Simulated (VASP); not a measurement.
Write the native input for VASP 6.6.1 that does the following.

```
Task                   : single point
Functional             : LDA
Potentials or basis    : VASP PAW LDA potentials, release 64 (Ti_sv)
Cutoff                 : 520 eV
k mesh                 : 21 × 21 × 12
Occupations            : gaussian, width 0.15 eV
Spin                   : no spin polarisation
Dipole correction      : no
Further INCAR settings : ALGO = Fast; EDIFF = 1e-06; NBANDS = 19
```

The structure of Ti lies in POSCAR:

```
Ti
1.0
    2.9499978604      0.0000000000      0.0000000000
   -1.4749989302      2.5547730882      0.0000000000
    0.0000000000      0.0000000000      4.6860000000
Ti
2
Direct
    0.3333333333      0.6666666667      0.2500000000
    0.6666666667      0.3333333333      0.7500000000
```

These files were run (other wordings do the same):

INCAR

```
ALGO = Fast ; EDIFF = 1E-6
ENCUT = 520 ; GGA = CA
ISIF = 2 ; ISMEAR = 0
LASPH = True ; LCHARG = True
LELF = True ; LREAL = False
LVHAR = True ; LWAVE = False
NBANDS = 19 ; NELM = 100
PREC = Accurate ; SIGMA = 0.15
```

KPOINTS

```
k-points
0
Gamma
  21 21 12
```

Potentials or basis: VASP PAW LDA potentials, release 64 (Ti_sv).

The run is started by

```console
$ cat potpaw_LDA.64/Ti_sv/POTCAR > POTCAR
$ mpirun -np 1 vasp_std > vasp.out
```

It gave:

```json
{"Pressure": "-10.0 GPa", "Band gap on the k mesh": "zero (band 12 reaches 8.66 eV, above the bottom of band 13 at 7.61 eV)"}
```

It took 5.6 min on 1 thread of Intel Xeon 6975P-C, on a shared host, peak memory 0.29 GiB.
